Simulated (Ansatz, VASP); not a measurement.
**CdInC4N4 in VASP and in Ansatz**

```
CELL_PARAMETERS angstrom
6.08354 0.00000 0.00000
0.00000 6.08354 0.00000
0.00000 0.00000 6.08354
ATOMIC_POSITIONS crystal
Cd 0.50000 0.50000 0.50000
In 0.00000 0.00000 0.00000
C 0.18990 0.18990 0.18990
C 0.18990 0.81010 0.81010
C 0.81010 0.18990 0.81010
C 0.81010 0.81010 0.18990
N 0.30094 0.30094 0.30094
N 0.30094 0.69906 0.69906
N 0.69906 0.30094 0.69906
N 0.69906 0.69906 0.30094
```

Alike in both runs: task single point; functional PBE; k mesh 4 × 4 × 4; occupations gaussian, width 0.1 eV; no spin polarisation.

|  | VASP | Ansatz |
| --- | --- | --- |
| version | VASP 6.6.1 | Ansatz 0.2.0 |
| potentials or method | VASP PAW PBE potentials, release 64 (Cd, In_d, C, N), cutoff 520 eV | scalar-relativistic, plane waves, PAW |
| valence electrons in the cell | 61 | 69 |

Ansatz gave:

* gap on the k mesh at the Fermi level (eV): none
* pressure (GPa): 7.8
* rms of the force components (eV/Å): 0.965

What did VASP give for the same quantities?

gap on the k mesh at the Fermi level (eV): none; pressure (GPa): 8.3; rms of the force components (eV/Å): 0.796.

Atom by atom the forces differ by 0.179 eV/Å (rms over components). A gap of «none» marks a metal or a gap that the smearing closes. The functional is the same, so the differences come from potentials, cutoffs and numerics. VASP's potentials hold 61 valence electrons a cell and Ansatz's 69, so a difference there can come from the potentials and not from the codes.

Noted on VASP's run: the standard files for N, O and F lose accuracy on very short bonds.
